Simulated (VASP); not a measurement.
# MgO (P-6m2) in VASP: notebook, part 2 of 2

VASP 6.6.1. Earlier steps stand in the parts before.

### 4 Single point, HSE06

This run uses another cell than the first one, of 9.82 Å³/atom, 1.043 times its volume.

Contents of POSCAR:

```
MgO
1.0
    2.9183020482      0.0000000000      0.0000000000
   -1.4591510241      2.5273237096      0.0000000000
    0.0000000000      0.0000000000      2.6616950286
Mg O
1 1
Direct
    0.0000000000      0.0000000000      0.0000000000
    0.3333333333      0.6666666667      0.5000000000
```

Contents of INCAR.step1:

```
ALGO = Normal
EDIFF = 1E-5
ENCUT = 520
GGA = PE
ISIF = 2
ISMEAR = -1
LASPH = True
LREAL = False
LWAVE = True
NBANDS = 11
NELM = 60
PREC = Accurate
SIGMA = 0.05
```

Contents of INCAR.step2:

```
ALGO = Normal
EDIFF = 1E-6
ENCUT = 520
GGA = PE
HFSCREEN = 0.2079
ISIF = 2
ISMEAR = -1
ISTART = 1
LASPH = True
LCHARG = True
LELF = True
LHFCALC = True
LREAL = False
LVHAR = True
LWAVE = False
NBANDS = 11
NELM = 60
PREC = Accurate
PRECFOCK = Normal
SIGMA = 0.05
```

Contents of KPOINTS:

```
k-points
0
Gamma
  6 6 6
```

On the command line:

```
> cat potpaw_PBE.64/Mg/POTCAR potpaw_PBE.64/O/POTCAR > POTCAR
> cp INCAR.step1 INCAR
> mpirun -np 1 vasp_std > vasp.out
> cp INCAR.step2 INCAR
> mpirun -np 1 vasp_std > vasp.out
```

Wall time 12 min (1 thread of Intel Xeon Platinum 8375C at 2.90GHz (Ice Lake), shared host); peak memory 0.24 GiB.

The run converged. Its results:

- Free energy: -13.4734 eV
- Pressure: -3.2 GPa
- Band gap on the k mesh: 4.72 eV, indirect (least direct gap 5.16 eV)

Stress tensor (GPa, compression positive):
```
-2.98  0.00  0.00
 0.00 -2.98  0.00
 0.00  0.00 -3.71
```

Levels at points of the mesh, in eV from the valence-band top:
```tsv
k point	band 2	band 3	band 4	band 5	band 6	band 7
(0.00, 0.00, 0.00)	-0.65	-0.65	-0.44	4.72	13.76	17.66
(0.50, 0.00, 0.00)	-5.29	-1.44	-0.05	8.38	12.86	15.14
(0.00, 0.00, 0.50)	-5.79	-0.09	-0.09	10.26	11.13	19.67
(0.50, 0.00, 0.50)	-4.08	-3.68	-0.91	7.51	13.39	16.41
```

Caveat: the PAW data sets were made with another functional, which shifts forces and pressure a little. A k mesh can miss the band edges.

### 5 Single point, HSE06

This run uses another cell than the first one, of 10.02 Å³/atom, 1.064 times its volume.

Contents of POSCAR:

```
MgO
1.0
    2.9380209034      0.0000000000      0.0000000000
   -1.4690104517      2.5444007392      0.0000000000
    0.0000000000      0.0000000000      2.6796800000
Mg O
1 1
Direct
    0.0000000000      0.0000000000      0.0000000000
    0.3333333333      0.6666666667      0.5000000000
```

Contents of INCAR.step1:

```
SYSTEM = MgO
PREC = Accurate
ENCUT = 520
EDIFF = 1E-5
ISMEAR = -1
SIGMA = 0.05
LREAL = .False.
LASPH = .True.
NELM = 100
ALGO = Normal
ISIF = 2
LWAVE = .True.
LCHARG = .False.
GGA = PE
NBANDS = 11
```

Contents of INCAR.step2:

```
SYSTEM = MgO
PREC = Accurate
ENCUT = 520
EDIFF = 1E-7
ISMEAR = -1
SIGMA = 0.05
LREAL = .False.
LASPH = .True.
NELM = 100
ALGO = Normal
ISIF = 2
LWAVE = .False.
LCHARG = .False.
GGA = PE
LHFCALC = .True.
HFSCREEN = 0.2079
PRECFOCK = Normal
ISTART = 1
NBANDS = 11
```

Contents of KPOINTS:

```
Automatic mesh
0
Gamma
  6 6 6
  0 0 0
```

Potentials or basis: VASP PAW PBE potentials, release 64 (Mg, O).

On the command line:

```
> cat potpaw_PBE.64/Mg/POTCAR potpaw_PBE.64/O/POTCAR > POTCAR
> cp INCAR.step1 INCAR
> mpirun -np 1 vasp_std > vasp.out
> cp INCAR.step2 INCAR
> mpirun -np 1 vasp_std > vasp.out
```

OUTCAR:

```text
SYSTEM = MgO
   PREC = Accurate
   ENCUT = 520
   EDIFF = 1E-7
   ISMEAR = -1
   LREAL = .False.
   LASPH = .True.
   NELM = 100
   ISIF = 2
   GGA = PE
   LHFCALC = .True.
   HFSCREEN = 0.2079
   PRECFOCK = Normal
   ISTART = 1

 ion  position               nearest neighbor table
   1  0.000  0.000  0.000-   2 2.16   2 2.16   2 2.16   2 2.16   2 2.16   2 2.16
   2  0.333  0.667  0.500-   1 2.16   1 2.16   1 2.16   1 2.16   1 2.16   1 2.16

  LATTYP: Found a hexagonal cell.
 ALAT       =     2.9380209034
 C/A-ratio  =     0.9120697531

  Lattice vectors:

 A1 = (   2.9380209034,   0.0000000000,   0.0000000000)
 A2 = (  -1.4690104517,   2.5444007392,   0.0000000000)
 A3 = (   0.0000000000,   0.0000000000,   2.6796800000)

Analysis of symmetry for initial positions (statically):
=====================================================================
 Subroutine PRICEL returns:
 Original cell was already a primitive cell.

 Routine SETGRP: Setting up the symmetry group for a
 hexagonal supercell.

 Subroutine GETGRP returns: Found 12 space group operations
 (whereof 12 operations were pure point group operations)
 out of a pool of 24 trial point group operations.

The static configuration has the point symmetry D_3h.

Analysis of symmetry for dynamics (positions and initial velocities):
=====================================================================
 Subroutine PRICEL returns:
 Original cell was already a primitive cell.

 Routine SETGRP: Setting up the symmetry group for a
 hexagonal supercell.

 Subroutine GETGRP returns: Found 12 space group operations
 (whereof 12 operations were pure point group operations)
 out of a pool of 24 trial point group operations.

The dynamic configuration has the point symmetry D_3h.

 Subroutine INISYM returns: Found 12 space group operations
 (whereof 12 operations are pure point group operations),
 and found     1 'primitive' translations

----------------------------------------------------------------------------------------

                                     Primitive cell

  volume of cell :      20.0320

  direct lattice vectors                    reciprocal lattice vectors
     2.938020903  0.000000000  0.000000000     0.340365175  0.196509926  0.000000000
    -1.469010452  2.544400739  0.000000000     0.000000000  0.393019851  0.000000000
     0.000000000  0.000000000  2.679680000     0.000000000  0.000000000  0.373178887

  length of vectors
     2.938020903  2.938020903  2.679680000     0.393019851  0.393019851  0.373178887

  position of ions in fractional coordinates (direct lattice)
     0.000000000  0.000000000  0.000000000
     0.333333333  0.666666667  0.500000000

  ion indices of the primitive-cell ions
   primitive index   ion index
                 1           1
                 2           2

----------------------------------------------------------------------------------------

 KPOINTS: Automatic mesh

Automatic generation of k-mesh.
 Grid dimensions read from file:
[... 44 lines left out ...]
  0.166667  0.000000  0.500000      6.000000
  0.333333  0.000000  0.500000      6.000000
 [... further k-points ...]
   k-points           NKPTS =     28   k-points in BZ     NKDIM =    216   number of bands    NBANDS=     11
   number of dos      NEDOS =    301   number of ions     NIONS =      2
   total plane-waves  NPLWV =  11520
   dimension x,y,z NGX =    24 NGY =   24 NGZ =   20
   dimension x,y,z NGXF=    48 NGYF=   48 NGZF=   40
   ions per type =               1   1
   NGX,Y,Z   is equivalent  to a cutoff of  13.58, 13.58, 12.41 a.u.
   NGXF,Y,Z  is equivalent  to a cutoff of  27.16, 27.16, 24.82 a.u.
 SYSTEM =  MgO
   PREC   = accura    normal or accurate (medium, high low for compatibility)
   ISTART =      1    job   : 0-new  1-cont  2-samecut
   ICHARG =      0    charge: 1-file 2-atom 10-const
   ISPIN  =      1    spin polarized calculation?
   LNONCOLLINEAR =      F non collinear calculations
   LSORBIT =      F    spin-orbit coupling
   LASPH  =      T    aspherical Exc in radial PAW
   ENCUT  =  520.0 eV  38.22 Ry    6.18 a.u.   5.46  5.46  4.98*2*pi/ulx,y,z
   NELM   =    100;   NELMIN=  2; NELMDL=  0     # of ELM steps
   EDIFF  = 0.1E-06   stopping-criterion for ELM
   LREAL  =      F    real-space projection
   EDIFFG = 0.1E-05   stopping-criterion for IOM
   NSW    =      0    number of steps for IOM
   IBRION =     -1    ionic relax: 0-MD 1-quasi-New 2-CG
   NFREE  =      0    steps in history (QN), initial steepest desc. (CG)
   ISIF   =      2    stress and relaxation
   ISYM   =      3    0-nonsym 1-usesym 2-fastsym
   POTIM  = 0.5000    time-step for ionic-motion
   TEBEG  =    0.0;   TEEND  =   0.0 temperature during run
   PSTRESS=    0.0 pullay stress
   NELECT =       8.0000    total number of electrons
   NUPDOWN=      -1.0000    fix difference up-down
   EMIN   =  10.00;   EMAX   =-10.00  energy-range for DOS
   EFERMI =   0.00;   METHOD = LEGACY
   ISMEAR =    -1;   SIGMA  =   0.05  broadening in eV -4-tet -1-fermi 0-gaus
   EFERMI_NEDOS =   21; number of points for ismear=-14 and -15
   IALGO  =     38    algorithm
   IMIX   =      1    mixing-type and parameters
     AMIX     =   0.40;   BMIX     =  1.00
     AMIX_MAG =   1.60;   BMIX_MAG =  1.00
  volume/ion in A,a.u.               =      10.02        67.59
  Fermi-wavevector in a.u.,A,eV,Ry     =   1.205583  2.278221 19.775115  1.453430
  Thomas-Fermi vector in A             =   2.341275
   LORBIT       =      0    0 simple, 1 ext, 2 COOP (PROOUT), +10 PAW based schemes
   GGA     = PE    functional components
   LHFCALC =     T    Hartree Fock is set to
   PRECFOCK=normal    Normal, Fast or Accurate (Low or Medium for compatibility)
   ENCUT4O =  -1.0   cutoff for four orbital integrals eV
   NKREDX  =     1    reduce k-point grid by
   NKREDY  =     1    reduce k-point grid by
   NKREDZ  =     1    reduce k-point grid by
   AEXX    =    0.2500 exact exchange contribution
   HFSCREEN=    0.2079 screening length (either q_TF or 0.3 A-1)
   HFSCREENC=   0.2079 screening length for correlation (either q_TF or 0.3 A-1)
   ENCUTFOCK=  -1.0 apply spherical cutoff to Coloumb kernel
   IVDW    =     0    specifies the selected vdW correction
   LEPSILON=     F    determine dielectric tensor
   LRPA    =     F    only Hartree local field effects (RPA)
 non-spin polarized calculation
  energy-cutoff  :      520.00
  volume of cell :       20.03
 maximum number of plane-waves:       562
 NGX is ok and might be reduce to    24
  NGX = 18; NGY = 18; NGZ = 16

 number of electron       7.9999996 magnetization

 Free energy of the ion-electron system (eV)
  ---------------------------------------------------
  ext. energy  EPLUGINS =         0.00000000
  ---------------------------------------------------
  free energy    TOTEN  =       -13.46219754 eV

  energy without entropy =      -13.46219754  energy(sigma->0) =      -13.46219754

 E-fermi :   3.1850     XC(G=0):  -8.8229

 val. band max:        2.1320406310   @ k =   0.3333   0.3333   0.0000
 cond. band min:       6.6815993683   @ k =   0.0000   0.0000   0.0000
 fundamental gap:      4.5495587373
 Fermi energy:         3.1850064070

 k-point     1 :       0.0000    0.0000    0.0000
  band No.  band energies     occupation
      1     -16.8831      2.00000
      2       1.4984      2.00000
      3       1.4984      2.00000
      4       1.7016      2.00000
      5       6.6816      0.00000
      6      15.8060      0.00000
      7      19.6075      0.00000
      8      19.6075      0.00000
      9      23.9236      0.00000
     10      25.2972      0.00000
     11      26.9710      0.00000
[... 309 lines left out ...]
 k-point    24 :       0.3333    0.0000    0.5000
  band No.  band energies     occupation
      1     -15.2101      2.00000
      2      -2.3497      2.00000
      3      -0.7147      2.00000
      4       1.4312      2.00000
      5      10.4377      0.00000
      6      15.2031      0.00000
      7      18.8159      0.00000
      8      18.9199      0.00000
      9      19.6525      0.00000
     10      25.6536      0.00000
     11      25.9533      0.00000

 [... further k-points ...]
[... 5 lines left out ...]
  --------------------------------------------------------------------------------------
  -------------------------------------------------------------------------------------
  Total       -0.6926663     -0.6926663     -0.8717891     -0.0000000     -0.0000000      0.0000000
  in kB      -55.4001939    -55.4001939    -69.7266299     -0.0000000     -0.0000000      0.0000000
  external PRESSURE =     -60.1756725 kB  Pullay stress =       0.0000000 kB

 VOLUME and BASIS-vectors are now :
 -----------------------------------------------------------------------------
  energy-cutoff  :      520.00
  volume of cell :       20.03
      direct lattice vectors                 reciprocal lattice vectors
     2.938020903  0.000000000  0.000000000     0.340365175  0.196509926  0.000000000
    -1.469010452  2.544400739  0.000000000     0.000000000  0.393019851  0.000000000
     0.000000000  0.000000000  2.679680000     0.000000000  0.000000000  0.373178887

 POSITION                                       TOTAL-FORCE (eV/Angst)
 -----------------------------------------------------------------------------------
      0.00000      0.00000      0.00000        -0.000000      0.000000      0.000000
     -0.00000      1.69627      1.33984         0.000000     -0.000000      0.000000
 -----------------------------------------------------------------------------------
    total drift:                               -0.000001      0.000000      0.000000

  FREE ENERGIE OF THE ION-ELECTRON SYSTEM (eV)
  ---------------------------------------------------
  free  energy   TOTEN  =       -13.4621975447 eV

  energy  without entropy=      -13.4621975446  energy(sigma->0) =      -13.46219754
```

It took 14 min on 1 thread of Intel Xeon Platinum 8375C at 2.90GHz (Ice Lake), shared host; peak memory 0.25 GiB.

Results:

| Quantity | Value |
| --- | --- |
| Free energy | -13.4622 eV |
| Pressure | -6.0 GPa |
| Band gap on the k mesh | 4.55 eV, indirect (least direct gap 4.98 eV) |

Stress tensor (GPa, compression positive):
```
-5.54  0.00  0.00
 0.00 -5.54  0.00
 0.00  0.00 -6.97
```

Levels at points of the mesh, in eV from the valence-band top:
```csv
k point,band 1,band 2,band 3,band 4,band 5,band 6,band 7,band 8,band 9
"(0.00, 0.00, 0.00)",-19.02,-0.63,-0.63,-0.43,4.55,13.67,17.48,17.48,21.79
"(0.50, 0.00, 0.00)",-17.93,-5.19,-1.42,-0.05,8.27,12.61,14.98,20.05,20.86
"(0.00, 0.00, 0.50)",-17.89,-5.69,-0.09,-0.09,10.06,10.95,19.51,19.51,20.47
"(0.50, 0.00, 0.50)",-17.14,-4.00,-3.61,-0.89,7.44,13.24,16.11,17.12,17.13
```

Caveat: the PAW data sets were made with another functional, which shifts forces and pressure a little.

### 6 The runs side by side

```csv
cell,gap on the mesh (eV),pressure (GPa)
"a = 2.878, b = 2.878, c = 2.625 Å, angles 90.0, 90.0, 120.0°, 2 atoms",5.08,3.4
"a = 2.898, b = 2.898, c = 2.643 Å, angles 90.0, 90.0, 120.0°, 2 atoms",4.90,-0.1
"a = 2.918, b = 2.918, c = 2.662 Å, angles 90.0, 90.0, 120.0°, 2 atoms",4.72,-3.2
"a = 2.938, b = 2.938, c = 2.680 Å, angles 90.0, 90.0, 120.0°, 2 atoms",4.55,-6.0
```

Alike in all rows: task single point; level HSE06; potentials or basis VASP PAW PBE potentials, release 64 (Mg, O); no spin polarisation; k mesh 6 × 6 × 6; cutoff (eV) 520; smearing fermi-dirac 0.05 eV.

Caveats: some runs use coarse meshes; the PAW data sets were made with another functional, which shifts forces and pressure a little.

Total energies depend on the potentials used, so only differences within one code and one set of settings carry meaning.
